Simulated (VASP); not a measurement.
# TaSi5B2 (I4/m) in VASP: single point with PBE

Aim: the single point of TaSi5B2 with PBE.

All numbers are computed with VASP 6.6.1; they aren't measurements. Logs are shortened: lines on timing, memory, paths and dates and some standing lists are left out, and cuts for length are marked.

### Step 1. The cell of the first run

It takes space group I4/m (No. 87, tetragonal). The conventional cell has a = 6.982 Å, b = 6.982 Å, c = 4.849 Å, α = 90.00°, β = 90.00°, γ = 90.00°. Within 3.2 Å of Ta (site symmetry 4/m) lie 6 Si at 2.42 to 2.65 Å. Si (site symmetry m) has 1 B at 1.98 Å and 3 Si at 2.38 to 2.63 Å and 1 Ta at 2.65 Å within 2.7 Å. Within 3.1 Å of Si (site symmetry 4/m) lie 4 Si at 2.38 Å and 2 Ta at 2.42 Å. B (site symmetry 2/m) has 2 Si at 1.98 Å and 2 B at 2.42 Å within 2.6 Å.

The cell was built from a structure type or drawn by symmetry, and may not be a known phase.

### Step 2. Single point, PBE

Contents of INCAR:

```
SYSTEM = TaSi5B2
PREC     = Accurate       ! precision mode
ENCUT    = 500            ! plane-wave cutoff, eV
EDIFF    = 1E-6           ! SCF threshold, eV
ISMEAR   = 0              ! smearing method
SIGMA    = 0.2            ! smearing width, eV
LREAL    = .FALSE.        ! projectors in reciprocal space
LASPH    = .TRUE.         ! aspherical terms in the spheres
NELM     = 120            ! most SCF steps
ALGO     = Normal         ! electronic algorithm
ISIF     = 2              ! what is computed and relaxed
LWAVE    = .FALSE.        ! write WAVECAR
LCHARG   = .TRUE.         ! write CHGCAR
GGA      = PE             ! functional
LELF     = .TRUE.         ! ELF
LVHAR    = .TRUE.       
NBANDS   = 28             ! bands
GGA_COMPAT= .FALSE.
```

Contents of KPOINTS:

```
regular mesh
0
G
  4 4 4
  0 0 0
```

Contents of POSCAR:

```
TaSi5B2
1.0
   -3.4908022813      3.4908022813      2.4242915738
    3.4908022813     -3.4908022813      2.4242915738
    3.4908022813      3.4908022813     -2.4242915738
Ta Si B
1 5 2
Direct
    0.5000000000      0.5000000000      0.0000000000
    0.7139339832      0.1858827120      0.8998166952
    0.2860660168      0.8141172880      0.1001833048
    0.1858827120      0.2860660168      0.4719487288
    0.8141172880      0.7139339832      0.5280512712
    0.0000000000      0.0000000000      0.0000000000
    0.5000000000      0.0000000000      0.5000000000
    0.0000000000      0.5000000000      0.5000000000
```

Potentials or basis: VASP PAW PBE potentials, release 64 (Ta_pv, Si, B).

Started as:

```console
> cat potpaw_PBE.64/Ta_pv/POTCAR potpaw_PBE.64/Si/POTCAR potpaw_PBE.64/B/POTCAR > POTCAR
> mpirun -np 1 vasp_std > vasp.out
```

OUTCAR:

```text
SYSTEM = TaSi5B2
   PREC = Accurate
   ENCUT = 500
   EDIFF = 1E-6
   ISMEAR = 0
   LREAL = .FALSE.
   LASPH = .TRUE.
   NELM = 120
   ISIF = 2
   GGA = PE

 ion  position               nearest neighbor table
   1  0.500  0.500  0.000-   6 2.42   6 2.42   3 2.65   5 2.65   4 2.65   2 2.65
   2  0.714  0.186  0.900-   7 1.98   6 2.38   3 2.63   3 2.63   1 2.65
   3  0.286  0.814  0.100-   7 1.98   6 2.38   2 2.63   2 2.63   1 2.65
   4  0.186  0.286  0.472-   8 1.98   6 2.38   5 2.63   5 2.63   1 2.65
   5  0.814  0.714  0.528-   8 1.98   6 2.38   4 2.63   4 2.63   1 2.65
   6  0.000  0.000  0.000-   4 2.38   5 2.38   2 2.38   3 2.38   1 2.42   1 2.42
   7  0.500  0.000  0.500-   2 1.98   3 1.98
   8  0.000  0.500  0.500-   4 1.98   5 1.98

  LATTYP: Found a body centered tetragonal cell.
 ALAT       =     6.9816045626
 C/A-ratio  =     0.6944797724

  Lattice vectors:

 A1 = (  -3.4908022813,   3.4908022813,   2.4242915738)
 A2 = (   3.4908022813,  -3.4908022813,   2.4242915738)
 A3 = (   3.4908022813,   3.4908022813,  -2.4242915738)

Analysis of symmetry for initial positions (statically):
=====================================================================
 Subroutine PRICEL returns:
 Original cell was already a primitive cell.

 Routine SETGRP: Setting up the symmetry group for a
 body centered tetragonal supercell.

 Subroutine GETGRP returns: Found  8 space group operations
 (whereof  8 operations were pure point group operations)
 out of a pool of 16 trial point group operations.

The static configuration has the point symmetry C_4h.

Analysis of symmetry for dynamics (positions and initial velocities):
=====================================================================
 Subroutine PRICEL returns:
 Original cell was already a primitive cell.

 Routine SETGRP: Setting up the symmetry group for a
 body centered tetragonal supercell.

 Subroutine GETGRP returns: Found  8 space group operations
 (whereof  8 operations were pure point group operations)
 out of a pool of 16 trial point group operations.

The dynamic configuration has the point symmetry C_4h.

 Subroutine INISYM returns: Found  8 space group operations
 (whereof  8 operations are pure point group operations),
 and found     1 'primitive' translations

----------------------------------------------------------------------------------------

                                     Primitive cell

  volume of cell :     118.1668

  direct lattice vectors                    reciprocal lattice vectors
    -3.490802281  3.490802281  2.424291574     0.000000000  0.143233549  0.206245819
     3.490802281 -3.490802281  2.424291574     0.143233549  0.000000000  0.206245819
     3.490802281  3.490802281 -2.424291574     0.143233549  0.143233549  0.000000000

  length of vectors
     5.499871887  5.499871887  5.499871887     0.251103937  0.251103937  0.202562828

  position of ions in fractional coordinates (direct lattice)
     0.500000000  0.500000000  0.000000000
     0.713933983  0.185882712  0.899816695
     0.286066017  0.814117288  0.100183305
     0.185882712  0.286066017  0.471948729
     0.814117288  0.713933983  0.528051271
     0.000000000  0.000000000  0.000000000
     0.500000000  0.000000000  0.500000000
     0.000000000  0.500000000  0.500000000

  ion indices of the primitive-cell ions
   primitive index   ion index
                 1           1
                 2           2
                 3           3
                 4           4
                 5           5
                 6           6
                 7           7
                 8           8

----------------------------------------------------------------------------------------

 KPOINTS: regular mesh

Automatic generation of k-mesh.
 Grid dimensions read from file:
 generate k-points for:    4    4    4

 Generating k-lattice:

  Cartesian coordinates                     Fractional coordinates (reciprocal lattice)
     0.000000000  0.035808387  0.051561455     0.250000000  0.000000000  0.000000000
     0.035808387  0.000000000  0.051561455     0.000000000  0.250000000  0.000000000
     0.035808387  0.035808387  0.000000000     0.000000000  0.000000000  0.250000000

  Length of vectors
     0.062775984  0.062775984  0.050640707

  Shift w.r.t. Gamma in fractional coordinates (k-lattice)
     0.000000000  0.000000000  0.000000000

 Subroutine IBZKPT returns following result:
 ===========================================

 Found     14 irreducible k-points:

 Following reciprocal coordinates:
            Coordinates               Weight
  0.000000  0.000000  0.000000      1.000000
  0.250000  0.000000 -0.000000      8.000000
  0.500000  0.000000 -0.000000      4.000000
  0.250000  0.250000 -0.000000      8.000000
  0.500000  0.250000 -0.000000      8.000000
 -0.250000  0.500000 -0.000000      8.000000
 -0.250000  0.250000  0.000000      4.000000
  0.500000  0.500000 -0.000000      2.000000
  0.250000  0.250000  0.250000      2.000000
 -0.250000  0.250000  0.250000      4.000000
  0.500000  0.500000  0.250000      4.000000
 -0.250000  0.500000  0.250000      8.000000
 -0.250000 -0.250000  0.250000      2.000000
  0.500000  0.500000  0.500000      1.000000
   k-points           NKPTS =     14   k-points in BZ     NKDIM =     14   number of bands    NBANDS=     28
   number of dos      NEDOS =    301   number of ions     NIONS =      8
   total plane-waves  NPLWV =  64000
   dimension x,y,z NGX =    40 NGY =   40 NGZ =   40
   dimension x,y,z NGXF=    80 NGYF=   80 NGZF=   80
   ions per type =               1   5   2
   NGX,Y,Z   is equivalent  to a cutoff of  12.09, 12.09, 12.09 a.u.
   NGXF,Y,Z  is equivalent  to a cutoff of  24.18, 24.18, 24.18 a.u.
 SYSTEM =  TaSi5B2
   PREC   = accura    normal or accurate (medium, high low for compatibility)
   ISTART =      0    job   : 0-new  1-cont  2-samecut
   ICHARG =      2    charge: 1-file 2-atom 10-const
   ISPIN  =      1    spin polarized calculation?
   LNONCOLLINEAR =      F non collinear calculations
   LSORBIT =      F    spin-orbit coupling
   LASPH  =      T    aspherical Exc in radial PAW
   ENCUT  =  500.0 eV  36.75 Ry    6.06 a.u.  10.03 10.03 10.03*2*pi/ulx,y,z
   NELM   =    120;   NELMIN=  2; NELMDL= -5     # of ELM steps
   EDIFF  = 0.1E-05   stopping-criterion for ELM
   LREAL  =      F    real-space projection
   EDIFFG = 0.1E-04   stopping-criterion for IOM
   NSW    =      0    number of steps for IOM
   IBRION =     -1    ionic relax: 0-MD 1-quasi-New 2-CG
   NFREE  =      0    steps in history (QN), initial steepest desc. (CG)
   ISIF   =      2    stress and relaxation
   ISYM   =      2    0-nonsym 1-usesym 2-fastsym
   POTIM  = 0.5000    time-step for ionic-motion
   TEBEG  =    0.0;   TEEND  =   0.0 temperature during run
   PSTRESS=    0.0 pullay stress
   NELECT =      37.0000    total number of electrons
   NUPDOWN=      -1.0000    fix difference up-down
   EMIN   =  10.00;   EMAX   =-10.00  energy-range for DOS
   EFERMI =   0.00;   METHOD = LEGACY
   ISMEAR =     0;   SIGMA  =   0.20  broadening in eV -4-tet -1-fermi 0-gaus
   EFERMI_NEDOS =   21; number of points for ismear=-14 and -15
   IALGO  =     38    algorithm
   IMIX   =      4    mixing-type and parameters
     AMIX     =   0.40;   BMIX     =  1.00
     AMIX_MAG =   1.60;   BMIX_MAG =  1.00
  volume/ion in A,a.u.               =      14.77        99.68
  Fermi-wavevector in a.u.,A,eV,Ry     =   1.111673  2.100757 16.814301  1.235816
  Thomas-Fermi vector in A             =   2.248238
   LORBIT       =      0    0 simple, 1 ext, 2 COOP (PROOUT), +10 PAW based schemes
   GGA     = PE    functional components
   LHFCALC =     F    Hartree Fock is set to
   AEXX    =    0.0000 exact exchange contribution
   IVDW    =     0    specifies the selected vdW correction
   LEPSILON=     F    determine dielectric tensor
   LRPA    =     F    only Hartree local field effects (RPA)
 non-spin polarized calculation
 Gauss-broadening in eV      SIGMA  =   0.20
  energy-cutoff  :      500.00
  volume of cell :      118.17
 maximum number of plane-waves:      3024
   NGX = 21   NGY = 21   NGZ = 21

 number of electron      37.0000000 magnetization

 Free energy of the ion-electron system (eV)
  ---------------------------------------------------
  ext. energy  EPLUGINS =         0.00000000
  ---------------------------------------------------
  free energy    TOTEN  =       -46.72477018 eV

  energy without entropy =      -46.67540491  energy(sigma->0) =      -46.70008755

 E-fermi :   7.3305     XC(G=0): -10.9153

 val. band max:        7.3028920016   @ k =   0.5000   0.5000   0.5000
 cond. band min:       7.3479302212   @ k =   0.5000   0.5000   0.2500
 fundamental gap:      0.0450382196
 Fermi energy:         7.3304841409

 k-point     1 :       0.0000    0.0000    0.0000
  band No.  band energies     occupation
      1     -27.4850      2.00000
      2     -27.3780      2.00000
      3     -27.3780      2.00000
      4      -5.5711      2.00000
      5      -1.1998      2.00000
      6      -1.0970      2.00000
[... 20 lines left out ...]
     27      11.0387      0.00000
     28      13.4276      0.00000

 k-point     2 :       0.2500    0.0000   -0.0000
  band No.  band energies     occupation
      1     -27.4889      2.00000
      2     -27.3781      2.00000
      3     -27.3781      2.00000
      4      -5.0101      2.00000
      5      -1.5830      2.00000
      6      -1.4071      2.00000
[... 20 lines left out ...]
     27      11.2581      0.00000
     28      11.7658      0.00000

 k-point     3 :       0.5000    0.0000   -0.0000
  band No.  band energies     occupation
      1     -27.4928      2.00000
      2     -27.3783      2.00000
      3     -27.3783      2.00000
      4      -3.7244      2.00000
      5      -3.0806      2.00000
      6      -1.5010      2.00000
[... 306 lines left out ...]
      3     -27.3783      2.00000
      4      -4.1420      2.00000
      5      -1.6679      2.00000
      6      -1.5834      2.00000
[... 20 lines left out ...]
     27      11.3976      0.00000
     28      11.7328      0.00000

 k-point    14 :       0.5000    0.5000    0.5000
  band No.  band energies     occupation
      1     -27.4852      2.00000
      2     -27.3789      2.00000
      3     -27.3789      2.00000
      4      -3.1479      2.00000
      5      -2.8131      2.00000
      6      -2.7618      2.00000
[... 20 lines left out ...]
     27      10.7234      0.00000
     28      11.4100      0.00000

------------------------ aborting loop because EDIFF is reached ----------------------------------------

  FORCE on cell =-STRESS in cart. coord.  units (eV):
  Direction    XX          YY          ZZ          XY          YZ          ZX
  --------------------------------------------------------------------------------------
  -------------------------------------------------------------------------------------
  Total        0.4555212      0.4555212     -0.0867683      0.0000030      0.0000000      0.0000000
  in kB        6.1762348      6.1762348     -1.1764583      0.0000401      0.0000000      0.0000000
  external PRESSURE =       3.7253371 kB  Pullay stress =       0.0000000 kB

 VOLUME and BASIS-vectors are now :
 -----------------------------------------------------------------------------
  energy-cutoff  :      500.00
  volume of cell :      118.17
      direct lattice vectors                 reciprocal lattice vectors
    -3.490802281  3.490802281  2.424291574     0.000000000  0.143233549  0.206245819
     3.490802281 -3.490802281  2.424291574     0.143233549  0.000000000  0.206245819
     3.490802281  3.490802281 -2.424291574     0.143233549  0.143233549  0.000000000

 POSITION                                       TOTAL-FORCE (eV/Angst)
 -----------------------------------------------------------------------------------
      0.00000      0.00000      2.42429         0.000000      0.000000      0.000000
      1.29776      4.98440      0.00000         0.003314     -0.008210      0.000000
      2.19304     -1.49360      2.42429        -0.003314      0.008210     -0.000000
      1.99720      1.29776     -0.00000         0.008210      0.003314     -0.000000
      1.49360      2.19304      2.42429        -0.008210     -0.003314      0.000000
      0.00000      0.00000      0.00000         0.000000      0.000000      0.000000
      0.00000      3.49080      0.00000        -0.000000      0.000000      0.000000
      3.49080      0.00000      0.00000         0.000000      0.000000      0.000000
 -----------------------------------------------------------------------------------
    total drift:                               -0.000000     -0.000000      0.000000

  FREE ENERGIE OF THE ION-ELECTRON SYSTEM (eV)
  ---------------------------------------------------
  free  energy   TOTEN  =       -46.7247701825 eV

  energy  without entropy=      -46.6754049113  energy(sigma->0) =      -46.70008755
```

Wall time 1.7 min (1 thread of Intel Xeon 8259CL, shared host); peak memory 0.26 GiB.

Results:

```yaml
Free_energy: -46.7248 eV
Pressure: 0.4 GPa
Largest_force: 0.009 eV/Å
Band_gap_on_the_k_mesh: zero (an odd number of electrons rules out a gap without spin polarisation)
```

Forces on the atoms (eV/Å):
```
Ta   0.000  0.000  0.000
Si   0.003 -0.008  0.000
Si  -0.003  0.008  0.000
Si   0.008  0.003  0.000
Si  -0.008 -0.003  0.000
Si   0.000  0.000  0.000
B    0.000  0.000  0.000
B    0.000  0.000  0.000
```

Levels at points of the mesh, in eV from the Fermi level:
| k point | band 15 | band 16 | band 17 | band 18 | band 19 | band 20 | band 21 | band 22 | band 23 | band 24 |
| --- | --- | --- | --- | --- | --- | --- | --- | --- | --- | --- |
| (0.00, 0.00, 0.00) | -3.56 | -1.61 | -1.46 | -1.46 | -1.42 | 0.17 | 1.12 | 1.97 | 1.97 | 2.73 |
| (0.50, 0.00, 0.00) | -2.39 | -1.40 | -0.87 | 0.51 | 0.80 | 1.36 | 1.45 | 1.62 | 1.88 | 2.11 |
| (0.50, 0.50, 0.00) | -1.75 | -1.50 | -1.34 | -1.08 | -0.78 | -0.04 | 0.62 | 1.14 | 1.71 | 2.10 |
| (0.50, 0.50, 0.50) | -1.33 | -1.28 | -1.28 | -1.15 | -1.08 | -1.08 | -0.03 | 0.37 | 1.51 | 1.51 |

Caveat: the k points lie up to 0.39 Å⁻¹ apart, too coarse for converged energies and pressures of a metal; spin-orbit coupling is left out, which moves the levels of the heavy elements.
